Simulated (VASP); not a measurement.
## MgO2: single point with PBEsol

The system is MgO2.

```
Mg O
1.0
     1.42423    0.82228    3.49398
    -1.42423    0.82228    3.49398
     0.00000   -1.64455    3.49398
Mg O
1 2
Direct
  0.00000 0.00000 0.00000
  0.42879 0.42879 0.42879
  0.57121 0.57121 0.57121
```

This cell differs from its parent crystal: strain -0.1125 x Voigt [1, 1, 0, 0, 0, 0].

| Quantity | Value |
| --- | --- |
| Program | VASP 6.6.1 |
| Task | single point |
| Functional | PBEsol |
| Potentials or basis | VASP PAW PBE potentials, release 64 (Mg, O) |
| Cutoff | 520 eV |
| k mesh | 12 × 12 × 12 |
| Occupations | gaussian, width 0.05 eV |
| Spin | no spin polarisation |
| Dipole correction | no |
| Further INCAR settings | ALGO = Normal; EDIFF = 1e-07; NBANDS = 14 |

| Property | Result |
| --- | --- |
| Pressure | 34.6 GPa |
| Largest force | 2.296 eV/Å |
| Band gap on the k mesh | 1.61 eV |

Forces in eV/Å, atoms in the order of the input:
```
Mg   0.000  0.000  0.000
O    0.000  0.000  2.296
O    0.000  0.000 -2.296
```

Stress tensor (GPa, compression positive):
```
49.40  0.00  0.00
 0.00 49.40  0.00
 0.00  0.00  5.01
```

Levels at points of the mesh, in eV from the valence-band top:
| k point | band 5 | band 6 | band 7 | band 8 | band 9 | band 10 |
| --- | --- | --- | --- | --- | --- | --- |
| (0.00, 0.00, 0.00) | -3.11 | -0.96 | -0.96 | 4.54 | 6.73 | 13.35 |
| (0.50, 0.00, 0.00) | -3.79 | -2.07 | -1.43 | 3.62 | 10.35 | 13.68 |
| (0.50, 0.50, 0.00) | -4.36 | -3.06 | -0.49 | 2.97 | 9.30 | 13.78 |
| (0.50, 0.50, 0.50) | -3.75 | 0.00 | 0.00 | 1.61 | 6.62 | 11.58 |

Run time: 100 s on 1 thread of Intel(R) Xeon(R) Platinum 8259CL CPU @ 2.50GHz (Skylake/Cascade Lake), with other jobs on the host, peak memory 0.21 GiB.

Caveat: the cell differs from its parent crystal (strain -0.1125 x Voigt [1, 1, 0, 0, 0, 0]); the cell stands under pressure; the PAW data sets were made with another functional, which shifts forces and pressure a little. A k mesh can miss the band edges.
